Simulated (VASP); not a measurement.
# Pb: relaxation of cell and atoms with PBE

Pb:

```
Pb
1.0
     2.74464    0.00000    0.00000
     0.00000    2.74464    0.00000
     0.00000    0.00000    2.74464
Pb
1
Direct
  0.00000 0.00000 0.00000
```

This isn't the form of Pb at room conditions, which is fcc.

* Program: VASP 6.6.1
* Task: relaxation of cell and atoms
* Functional: PBE
* Potentials or basis: VASP PAW PBE potentials, release 64 (Pb_d)
* Cutoff: 600 eV
* k mesh: 14 × 14 × 14
* Occupations: fermi-dirac, width 0.05 eV
* Spin: no spin polarisation
* Target pressure: 64 GPa
* Dipole correction: no
* Further INCAR settings: ALGO = Normal; EDIFF = 1e-07; IBRION = 2; EDIFFG = -0.005; NSW = 32; ISIF = 3

The relaxed volume is 20.67 Å³/atom, the relaxed cell is a = 2.744 Å, b = 2.744 Å, c = 2.744 Å, α = 90.00°, β = 90.00°, γ = 90.00° and the space group after relaxing (to 0.1 Å) is Pm-3m (No. 221). The energy change on relaxing (the run minimises the enthalpy) is +1.5 meV/atom and the ionic steps are 3. The pressure after relaxing is 64.0 GPa. The band gap on the k mesh is zero (bands 7 and 8 overlap by 10.02 eV).

Step by step:
| step | energy change (eV) | largest force (eV/Å) | pressure (GPa) | volume (Å³) |
| --- | --- | --- | --- | --- |
| 1 | 0.0000 | 0.0000 | 63.95 | 20.68 |
| 2 | 0.0072 | 0.0000 | 64.21 | 20.66 |
| 3 | 0.0015 | 0.0000 | 64.01 | 20.67 |

Final structure:
```yaml
crystal:
  lattice:
    - [2.74447, 0.00000, 0.00000]
    - [0.00000, 2.74447, 0.00000]
    - [0.00000, 0.00000, 2.74447]
  atoms:
    - { symbol: Pb, position: [0.00000, 0.00000, 0.00000] }
```

Levels at points of the mesh, in eV from the Fermi level:
```
           k point  band 5  band 6  band 7  band 8  band 9  band 10
(0.00, 0.00, 0.00)  -17.11  -15.50    6.41    6.41    6.41    11.36
(0.50, 0.00, 0.00)  -17.06  -10.08   -7.20   10.74   10.74    10.89
(0.50, 0.50, 0.00)  -16.52   -5.35   -3.61   -3.61    3.22    14.13
(0.50, 0.50, 0.50)  -16.49   -0.07    0.03    0.03    0.03     5.36
```

It took 42 s on 1 thread of Intel(R) Xeon(R) Platinum 8488C (Sapphire Rapids), with other jobs on the host, peak memory 0.17 GiB.

Caveat: the cell is relaxed towards a set pressure, so the run minimises the enthalpy, not the energy; spin-orbit coupling is left out, which moves the levels of the heavy elements.
